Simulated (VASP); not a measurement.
A run of VASP 6.6.1 is set up as follows.

Contents of INCAR:

```
PREC     = Accurate       # precision mode
ENCUT    = 520            # plane-wave cutoff, eV
EDIFF    = 1E-7           # SCF threshold, eV
ISMEAR   = 0              # smearing method
SIGMA    = 0.1            # smearing width, eV
LREAL    = F              # projectors in reciprocal space
LASPH    = T              # aspherical terms in the spheres
NELM     = 100            # most SCF steps
ALGO     = Normal         # electronic algorithm
ISIF     = 2              # what is computed and relaxed
LWAVE    = F              # write WAVECAR
LCHARG   = T              # write CHGCAR
GGA      = PE             # functional
LELF     = T              # ELF
LVHAR    = T            
NBANDS   = 38             # bands
```

KPOINTS

```
Automatic mesh
0
Gamma
  8 8 8
```

The input POSCAR:

```
Ga3N4
1.0
    4.5706662641      0.0000000000      0.0000000000
    0.0000000000      4.5706662641      0.0000000000
    0.0000000000      0.0000000000      4.5706662641
Ga N
3 4
Direct
    0.0000000000      0.0000000000      0.5000000000
    0.5000000000      0.0000000000      0.0000000000
    0.0000000000      0.5000000000      0.0000000000
    0.2302318791      0.7697681209      0.2302318791
    0.7697681209      0.2302318791      0.2302318791
    0.2302318791      0.2302318791      0.7697681209
    0.7697681209      0.7697681209      0.7697681209
```

Potentials or basis: VASP PAW PBE potentials, release 64 (Ga_d, N).

Command:

```sh
$ cat potpaw_PBE.64/Ga_d/POTCAR potpaw_PBE.64/N/POTCAR > POTCAR
$ mpirun -np 1 vasp_std > vasp.out
```

**Question.** Estimate the band gap on the k mesh.

**Answer.** Zero (an odd number of electrons rules out a gap without spin polarisation).

**Question.** What does it give for the pressure?

**Answer.** -0.1 GPa.

Forces in eV/Å, atoms in the order of the input:
```
Ga   0.000  0.000  0.000
Ga   0.000  0.000  0.000
Ga   0.000  0.000  0.000
N    0.002 -0.002  0.002
N   -0.002  0.002  0.002
N    0.002  0.002 -0.002
N   -0.002 -0.002 -0.002
```
